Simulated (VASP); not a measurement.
# CaSe (I-4m2) in VASP: a series of runs, part 2 of 2

VASP 6.6.1. The steps go on from the part before.

## 3. Single point, r2SCAN (uniaxial z strain -3.0%)

POSCAR reads:

```
CaSe
1.0
    0.0000000000      3.2795613712      3.1811745300
    3.2795613712      0.0000000000      3.1811745300
    3.2795613712      3.2795613712      0.0000000000
Ca Se
1 1
Direct
    0.0000000000      0.0000000000      0.0000000000
    0.2500000000      0.2500000000      0.2500000000
```

INCAR.step1 reads:

```
SYSTEM = CaSe
ALGO     = Normal         ! electronic algorithm
EDIFF    = 1E-4           ! SCF threshold, eV
ENCUT    = 520            ! plane-wave cutoff, eV
GGA      = PE             ! functional
ISMEAR   = 0              ! smearing method
LASPH    = .TRUE.         ! aspherical terms in the spheres
LCHARG   = .FALSE.        ! write CHGCAR
LREAL    = .FALSE.        ! projectors in reciprocal space
LWAVE    = .TRUE.         ! write WAVECAR
NBANDS   = 15             ! bands
NELM     = 60             ! most SCF steps
PREC     = Accurate       ! precision mode
SIGMA    = 0.01           ! smearing width, eV
```

INCAR.step2 reads:

```
SYSTEM = CaSe
ALGO     = Normal         ! electronic algorithm
EDIFF    = 1E-7           ! SCF threshold, eV
ENCUT    = 520            ! plane-wave cutoff, eV
ISIF     = 2              ! what is computed and relaxed
ISMEAR   = 0              ! smearing method
ISTART   = 1            
LASPH    = .TRUE.         ! aspherical terms in the spheres
LCHARG   = .FALSE.        ! write CHGCAR
LMIXTAU  = .TRUE.       
LREAL    = .FALSE.        ! projectors in reciprocal space
LWAVE    = .FALSE.        ! write WAVECAR
METAGGA  = R2SCAN         ! meta-GGA
NBANDS   = 15             ! bands
NELM     = 60             ! most SCF steps
PREC     = Accurate       ! precision mode
SIGMA    = 0.01           ! smearing width, eV
```

KPOINTS reads:

```
k-points
0
G
  6 6 6
  0 0 0
```

Potentials or basis: VASP PAW PBE potentials, release 64 (Ca_sv, Se).

Run with:

```console
cat potpaw_PBE.64/Ca_sv/POTCAR potpaw_PBE.64/Se/POTCAR > POTCAR
cp INCAR.step1 INCAR
mpirun -np 1 vasp_std > vasp.out
cp INCAR.step2 INCAR
mpirun -np 1 vasp_std > vasp.out
```

OUTCAR:

```text
SYSTEM = CaSe
   EDIFF = 1E-7
   ENCUT = 520
   ISIF = 2
   ISMEAR = 0
   ISTART = 1
   LASPH = .TRUE.
   LREAL = .FALSE.
   METAGGA = R2SCAN
   NELM = 60
   PREC = Accurate

 ion  position               nearest neighbor table
   1  0.000  0.000  0.000-   2 2.81   2 2.81   2 2.81   2 2.81
   2  0.250  0.250  0.250-   1 2.81   1 2.81   1 2.81   1 2.81

  LATTYP: Found a body centered tetragonal cell.
 ALAT       =     4.6380001698
 C/A-ratio  =     1.3717871555

  Lattice vectors:

 A1 = (   0.0000000000,  -3.2795613712,  -3.1811745300)
 A2 = (   0.0000000000,   3.2795613712,  -3.1811745300)
 A3 = (   3.2795613712,   0.0000000000,   3.1811745300)

Analysis of symmetry for initial positions (statically):
=====================================================================
 Subroutine PRICEL returns:
 Original cell was already a primitive cell.

 Routine SETGRP: Setting up the symmetry group for a
 body centered tetragonal supercell.

 Subroutine GETGRP returns: Found  8 space group operations
 (whereof  8 operations were pure point group operations)
 out of a pool of 16 trial point group operations.

The static configuration has the point symmetry D_2d.

Analysis of symmetry for dynamics (positions and initial velocities):
=====================================================================
 Subroutine PRICEL returns:
 Original cell was already a primitive cell.

 Routine SETGRP: Setting up the symmetry group for a
 body centered tetragonal supercell.

 Subroutine GETGRP returns: Found  8 space group operations
 (whereof  8 operations were pure point group operations)
 out of a pool of 16 trial point group operations.

The dynamic configuration has the point symmetry D_2d.

 Subroutine INISYM returns: Found  8 space group operations
 (whereof  8 operations are pure point group operations),
 and found     1 'primitive' translations

----------------------------------------------------------------------------------------

                                     Primitive cell

  volume of cell :      68.4304

  direct lattice vectors                    reciprocal lattice vectors
     0.000000000  3.279561371  3.181174530    -0.152459413  0.152459413  0.157174652
     3.279561371  0.000000000  3.181174530     0.152459413 -0.152459413  0.157174652
     3.279561371  3.279561371  0.000000000     0.152459413  0.152459413 -0.157174652

  length of vectors
     4.568959857  4.568959857  4.638000170     0.266817571  0.266817571  0.266817571

  position of ions in fractional coordinates (direct lattice)
     0.000000000  0.000000000  0.000000000
     0.250000000  0.250000000  0.250000000

  ion indices of the primitive-cell ions
   primitive index   ion index
                 1           1
                 2           2

----------------------------------------------------------------------------------------

 KPOINTS: k-points

Automatic generation of k-mesh.
 Grid dimensions read from file:
 generate k-points for:    6    6    6

 Generating k-lattice:

  Cartesian coordinates                     Fractional coordinates (reciprocal lattice)
[... 41 lines left out ...]
 [... further k-points ...]
   k-points           NKPTS =     30   k-points in BZ     NKDIM =     30   number of bands    NBANDS=     15
   number of dos      NEDOS =    301   number of ions     NIONS =      2
   total plane-waves  NPLWV =  46656
   dimension x,y,z NGX =    36 NGY =   36 NGZ =   36
   dimension x,y,z NGXF=    72 NGYF=   72 NGZF=   72
   ions per type =               1   1
   NGX,Y,Z   is equivalent  to a cutoff of  13.10, 13.10, 12.90 a.u.
   NGXF,Y,Z  is equivalent  to a cutoff of  26.20, 26.20, 25.81 a.u.
 SYSTEM =  CaSe
   PREC   = accura    normal or accurate (medium, high low for compatibility)
   ISTART =      1    job   : 0-new  1-cont  2-samecut
   ICHARG =      0    charge: 1-file 2-atom 10-const
   ISPIN  =      1    spin polarized calculation?
   LNONCOLLINEAR =      F non collinear calculations
   LSORBIT =      F    spin-orbit coupling
   LASPH  =      T    aspherical Exc in radial PAW
   ENCUT  =  520.0 eV  38.22 Ry    6.18 a.u.   8.50  8.50  8.62*2*pi/ulx,y,z
   NELM   =     60;   NELMIN=  2; NELMDL=  0     # of ELM steps
   EDIFF  = 0.1E-06   stopping-criterion for ELM
   LREAL  =      F    real-space projection
   EDIFFG = 0.1E-05   stopping-criterion for IOM
   NSW    =      0    number of steps for IOM
   IBRION =     -1    ionic relax: 0-MD 1-quasi-New 2-CG
   NFREE  =      0    steps in history (QN), initial steepest desc. (CG)
   ISIF   =      2    stress and relaxation
   ISYM   =      2    0-nonsym 1-usesym 2-fastsym
   POTIM  = 0.5000    time-step for ionic-motion
   TEBEG  =    0.0;   TEEND  =   0.0 temperature during run
   PSTRESS=    0.0 pullay stress
   NELECT =      16.0000    total number of electrons
   NUPDOWN=      -1.0000    fix difference up-down
   EMIN   =  10.00;   EMAX   =-10.00  energy-range for DOS
   EFERMI =   0.00;   METHOD = LEGACY
   ISMEAR =     0;   SIGMA  =   0.01  broadening in eV -4-tet -1-fermi 0-gaus
   EFERMI_NEDOS =   21; number of points for ismear=-14 and -15
   IALGO  =     38    algorithm
   IMIX   =      4    mixing-type and parameters
     AMIX     =   0.40;   BMIX     =  1.00
     AMIX_MAG =   1.60;   BMIX_MAG =  1.00
  volume/ion in A,a.u.               =      34.22       230.90
  Fermi-wavevector in a.u.,A,eV,Ry     =   1.008552  1.905888 13.839547  1.017178
  Thomas-Fermi vector in A             =   2.141426
   LORBIT       =      0    0 simple, 1 ext, 2 COOP (PROOUT), +10 PAW based schemes
   METAGGA = R2SCAN    functional components
   LHFCALC =     F    Hartree Fock is set to
   AEXX    =    0.0000 exact exchange contribution
   IVDW    =     0    specifies the selected vdW correction
   LEPSILON=     F    determine dielectric tensor
   LRPA    =     F    only Hartree local field effects (RPA)
 non-spin polarized calculation
 Gauss-broadening in eV      SIGMA  =   0.01
  energy-cutoff  :      520.00
  volume of cell :       68.43
 maximum number of plane-waves:      1883
 NGX is ok and might be reduce to    36
   NGX = 17   NGY = 17   NGZ = 17

 number of electron      16.0000003 magnetization

 Free energy of the ion-electron system (eV)
  ---------------------------------------------------
  ext. energy  EPLUGINS =         0.00000000
  ---------------------------------------------------
  free energy    TOTEN  =       -25.34972910 eV

  energy without entropy =      -25.34972910  energy(sigma->0) =      -25.34972910

 E-fermi :  -0.3656     XC(G=0):  -8.1359

 val. band max:       -0.4357751672   @ k =   0.5000  -0.0000   0.0000
 cond. band min:       3.3220101070   @ k =   0.0000   0.0000   0.0000
 fundamental gap:      3.7577852742
 Fermi energy:        -0.3656379033

 k-point     1 :       0.0000    0.0000    0.0000
  band No.  band energies     occupation
      1     -40.9264      2.00000
      2     -21.0711      2.00000
      3     -21.0633      2.00000
      4     -21.0632      2.00000
      5     -11.2212      2.00000
      6      -0.5783      2.00000
      7      -0.5783      2.00000
      8      -0.5420      2.00000
      9       3.3220      0.00000
     10       5.4681      0.00000
     11       5.6345      0.00000
     12       7.6391      0.00000
     13       7.6391      0.00000
     14       7.7717      0.00000
[... 401 lines left out ...]
      2     -21.1177      2.00000
      3     -21.0878      2.00000
      4     -21.0774      2.00000
      5     -10.8556      2.00000
      6      -1.6159      2.00000
      7      -0.6949      2.00000
      8      -0.4706      2.00000
      9       3.7085      0.00000
     10       5.2381      0.00000
     11       6.0457      0.00000
     12       6.6252      0.00000
     13       6.7665      0.00000
     14       8.0583      0.00000
     15       9.5611      0.00000

 [... further k-points ...]

------------------------ aborting loop because EDIFF is reached ----------------------------------------

  FORCE on cell =-STRESS in cart. coord.  units (eV):
  Direction    XX          YY          ZZ          XY          YZ          ZX
  --------------------------------------------------------------------------------------
  -------------------------------------------------------------------------------------
  Total        0.5554043      0.5554043      0.5760534      0.0000000     -0.0000000      0.0000000
  in kB       13.0038155     13.0038155     13.4872772      0.0000000     -0.0000000      0.0000000
  external PRESSURE =      13.1649694 kB  Pullay stress =       0.0000000 kB

 VOLUME and BASIS-vectors are now :
 -----------------------------------------------------------------------------
  energy-cutoff  :      520.00
  volume of cell :       68.43
      direct lattice vectors                 reciprocal lattice vectors
     0.000000000  3.279561371  3.181174530    -0.152459413  0.152459413  0.157174652
     3.279561371  0.000000000  3.181174530     0.152459413 -0.152459413  0.157174652
     3.279561371  3.279561371  0.000000000     0.152459413  0.152459413 -0.157174652

 POSITION                                       TOTAL-FORCE (eV/Angst)
 -----------------------------------------------------------------------------------
      0.00000      0.00000      0.00000        -0.000000     -0.000000     -0.000000
      1.63978      1.63978      1.59059         0.000000      0.000000      0.000000
 -----------------------------------------------------------------------------------
    total drift:                               -0.000000     -0.000000     -0.000000

  FREE ENERGIE OF THE ION-ELECTRON SYSTEM (eV)
  ---------------------------------------------------
  free  energy   TOTEN  =       -25.3497291047 eV

  energy  without entropy=      -25.3497291047  energy(sigma->0) =      -25.34972910
```

Run time: 2.2 min. Hardware: 1 thread of Intel Xeon Platinum 8259CL at 2.50GHz (Skylake/Cascade Lake), shared host; peak memory 0.23 GiB.

Results:

* Free energy: -25.3497 eV
* Pressure: 1.3 GPa
* Band gap on the k mesh: 3.76 eV (least direct gap 3.86 eV)

Caveat: the cell differs from its parent crystal (uniaxial z strain -3.0%); the structure was generated, so it needn't be the stable form of CaSe; the PAW data sets were made with another functional, which shifts forces and pressure a little. A k mesh can miss the band edges.
